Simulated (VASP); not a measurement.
A run of VASP 6.6.1:

File INCAR:

```
PREC     = Accurate       # precision mode
ENCUT    = 520            # plane-wave cutoff, eV
EDIFF    = 1E-7           # SCF threshold, eV
ISMEAR   = 0              # smearing method
SIGMA    = 0.1            # smearing width, eV
LREAL    = False          # projectors in reciprocal space
LASPH    = True           # aspherical terms in the spheres
NELM     = 100            # most SCF steps
ALGO     = Normal         # electronic algorithm
ISIF     = 2              # what is computed and relaxed
LWAVE    = False          # write WAVECAR
LCHARG   = False          # write CHGCAR
GGA      = PE             # functional
NBANDS   = 46             # bands
```

KPOINTS

```
regular mesh
0
Gamma
  4 4 2
```

Contents of POSCAR:

```
In3GaP4
1.0
    3.9307963746      0.0000000000      0.0000000000
    0.0000000000      3.9307963746      0.0000000000
    0.0000000000      0.0000000000     10.5919357075
In Ga P
3 1 4
Direct
    0.0000000000      0.0000000000      0.7544925607
    0.0000000000      0.0000000000      0.2455074393
    0.5000000000      0.5000000000      0.5000000000
    0.5000000000      0.5000000000      0.0000000000
    0.0000000000      0.0000000000      0.0000000000
    0.5000000000      0.5000000000      0.2307227644
    0.0000000000      0.0000000000      0.5000000000
    0.5000000000      0.5000000000      0.7692772356
```

Potentials or basis: VASP PAW PBE potentials, release 64 (In_d, Ga_d, P).

Run with:

```sh
$ cat potpaw_PBE.64/In_d/POTCAR potpaw_PBE.64/Ga_d/POTCAR potpaw_PBE.64/P/POTCAR > POTCAR
$ mpirun -np 1 vasp_std > vasp.out
```

Hardware: 1 thread of AMD EPYC 7R13 (shared host).

Question: Estimate the wall time of this run.

Answer: Wall time 2.4 min on 1 thread of AMD EPYC 7R13, on a shared host, peak memory 0.26 GiB. Counts: scf iterations 16, k points 12.
